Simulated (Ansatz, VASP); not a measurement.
One calculation of Ta2PbO3, two programs

```
CELL_PARAMETERS angstrom
4.37630 0.00000 0.00000
-2.18815 3.78998 0.00000
0.00000 0.00000 8.70867
ATOMIC_POSITIONS crystal
Ta 0.33333 0.66667 0.50000
Ta 0.66667 0.33333 0.00000
Pb 0.33333 0.66667 0.00000
O 0.33333 0.66667 0.28829
O 0.33333 0.66667 0.71171
O 0.66667 0.33333 0.50000
```

Alike in both runs: functional PBE; k mesh 5 × 5 × 2; occupations gaussian, width 0.2 eV; no spin polarisation.

Ansatz relaxed the structure, and its values are those at the end. VASP's run is a single point on that final structure, the one shown.

```csv
,VASP,Ansatz
version,VASP 6.6.1,Ansatz 0.2.0
potentials or method,"VASP PAW PBE potentials, release 64 (Ta_pv, Pb_d, O), cutoff 520 eV","scalar-relativistic, plane waves, PAW"
valence electrons in the cell,54,58
```

|  | VASP | Ansatz | Ansatz less VASP |
| --- | --- | --- | --- |
| gap on the k mesh at the Fermi level (eV) | none | none | - |
| pressure (GPa) | 0.6 | 0.5 | -0.17 |
| rms of the force components (eV/Å) | 0.087 | 0.006 | -0.0813 |

A gap of «none» marks a metal or a gap that the smearing closes. VASP's potentials hold 54 valence electrons a cell and Ansatz's 58, so a difference there can come from the potentials and not from the codes.

The k mesh is coarse, so the values compare programs but aren't converged. Neither program's run includes spin-orbit coupling.
